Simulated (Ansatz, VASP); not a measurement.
# Sb in VASP and in Ansatz

Contents of INCAR:

```
SYSTEM = Sb
ALGO     = Normal         ! electronic algorithm
EDIFF    = 1E-8           ! SCF threshold, eV
ENCUT    = 520            ! plane-wave cutoff, eV
GGA      = PS             ! functional
ISIF     = 2              ! what is computed and relaxed
ISMEAR   = -1             ! smearing method
LASPH    = .TRUE.         ! aspherical terms in the spheres
LCHARG   = .FALSE.        ! write CHGCAR
LEFG     = .TRUE.       
LREAL    = .FALSE.        ! projectors in reciprocal space
LWAVE    = .FALSE.        ! write WAVECAR
NBANDS   = 12             ! bands
NELM     = 80             ! most SCF steps
PREC     = Accurate       ! precision mode
SIGMA    = 0.05           ! smearing width, eV
```

KPOINTS

```
k-points
0
G
  12 12 7
  0 0 0
```

POSCAR

```
Sb
1.0
    3.3690001795     -0.0336900018     -0.0336900018
   -1.7136764872      2.9344847417     -0.0123313965
   -0.0533000000     -0.0533000000      5.3300000000
Sb
2
Direct
    0.3333333333      0.6666666667      0.2500000000
    0.6666666667      0.3333333333      0.7500000000
```

Input for Ansatz:

```yaml
crystal:
  lattice:
    - [3.3690001795, -0.0336900018, -0.0336900018]
    - [-1.7136764872, 2.9344847417, -0.0123313965]
    - [-0.0533, -0.0533, 5.33]
  atoms:
    - { symbol: Sb, position: [0.3333333333, 0.6666666667, 0.25] }
    - { symbol: Sb, position: [0.6666666667, 0.3333333333, 0.75] }
kpoints:
  mp_grid: { grid: [12, 12, 7] }
scf:
  occupations: { method: fermi_dirac, width: 0.05 }
hamiltonian:
  xc: pbesol
  pseudopotentials: { kind: paw }
output:
  forces: true
  stress: true
  eigenvalues: true
  efg: { contact_densities: true }
```

Change from the starting cell: equal xy, yz and zx shear strains of -2 %, PAW files.

Alike in both runs: task electric field gradients; functional PBEsol; k mesh 12 × 12 × 7; occupations fermi-dirac, width 0.05 eV; no spin polarisation.

```csv
,VASP,Ansatz
version,VASP 6.6.1,Ansatz 0.2.0
potentials or method,"VASP PAW PBE potentials, release 64 (Sb)","PAW with Ansatz's default frozen-core files, scalar-relativistic"
plane-wave cutoff (eV),520,420
valence electrons in the cell,10,30
```

```tsv
	VASP	Ansatz	Ansatz less VASP
pressure (GPa)	-0.1	-0.1	+0.01
traceless stress, the component that is largest in VASP (GPa)	-0.72	-0.72	+0.003
rms of the force components (eV/Å)	0.018	0.017	-0.0005
size of Vzz on the site where it differs most (V/Å²)	22.1	24.0	+1.96
```

VASP's potentials were made for PBE, not for PBEsol. Atom by atom the forces differ by 0.001 eV/Å (rms over components). VASP's potentials hold 10 valence electrons a cell and Ansatz's 30, so a difference there can come from the potentials and not from the codes.

Neither program's run includes spin-orbit coupling.
